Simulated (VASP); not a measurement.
Runs of VASP 6.6.1 on Sc. The structure is that of space group P6_3/mmc (No. 194), or close to it. The cells are those of the table. 

```csv
task,level,cell,cutoff (eV),k mesh for the DOS,occupations for the DOS,gap on the mesh (eV),pressure (GPa)
single point,PBEsol,"a = 3.145, b = 3.145, c = 4.876 Å, angles 90.0, 90.0, 120.0°, 2 atoms",520,-,-,none,(a)
single point,PBEsol+D3(BJ),"a = 2.540, b = 2.540, c = 4.246 Å, angles 90.0, 90.0, 120.0°, 2 atoms",520,-,-,none,91.5
relaxation of shape and atoms at fixed volume,PBEsol,"relaxed from a = 2.732, b = 2.732, c = 4.257 Å, angles 90.0, 90.0, 120.0°, 2 atoms",600,-,-,none,67.9
relaxation of shape and atoms at fixed volume,PBEsol,"relaxed from a = 2.600, b = 2.600, c = 4.052 Å, angles 90.0, 90.0, 120.0°, 2 atoms",600,-,-,none,103.1
single point,PBEsol,"a = 3.023, b = 3.023, c = 4.676 Å, angles 90.0, 90.0, 120.0°, 2 atoms",520,-,-,none,20.8
```

Alike in all rows: potentials or basis VASP PAW PBE potentials, release 64 (Sc_sv); no spin polarisation; k mesh 15 × 15 × 8; smearing fermi-dirac 0.1 eV.

Q: Estimate the missing entries.

A: (a) 8.9.

Caveats: the PAW data sets were made with another functional, which shifts forces and pressure a little; three body term missing (some runs); pairwise dispersion overbinds metals, which lowers pressure and volume (some runs).

A gap of «none» marks levels without a gap at the run's occupations.
